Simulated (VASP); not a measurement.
A run of VASP 6.6.1:

Contents of INCAR:

```
SYSTEM = Co
  ALGO = Fast
  EDIFF = 1E-6
  ENCUT = 520
  GGA = PE
  ISIF = 2
  ISMEAR = 0
  ISPIN = 2
  LASPH = .TRUE.
  LCHARG = .FALSE.
  LMAXMIX = 4
  LORBIT = 11
  LREAL = .FALSE.
  LWAVE = .FALSE.
  MAGMOM = 2.2 2.2
  NBANDS = 20
  NELM = 150
  NUPDOWN = 4.4
  PREC = Accurate
  SIGMA = 0.15
```

File KPOINTS:

```
k-points
0
G
  24 24 12
  0 0 0
```

File POSCAR:

```
Co
1.0
    2.2653151917      0.0000000000      0.0000000000
   -1.1326575959      1.9618205036      0.0000000000
    0.0000000000      0.0000000000      3.6636994876
Co
2
Direct
    0.6666666667      0.3333333333      0.2500000000
    0.3333333333      0.6666666667      0.7500000000
```

Potentials or basis: VASP PAW PBE potentials, release 64 (Co).

Launch:

```sh
$ cat potpaw_PBE.64/Co/POTCAR > POTCAR
$ mpirun -np 1 vasp_std > vasp.out
```

Hardware: 1 thread of AMD EPYC 9R45 96-Core Processor (Zen 5) (shared host).

Question: Estimate the wall time of this run.

Answer: Run time: 3.5 min on 1 thread of AMD EPYC 9R45 96-Core Processor (Zen 5), with other jobs on the host, peak memory 0.26 GiB. Counts: scf iterations 15, k points 427.
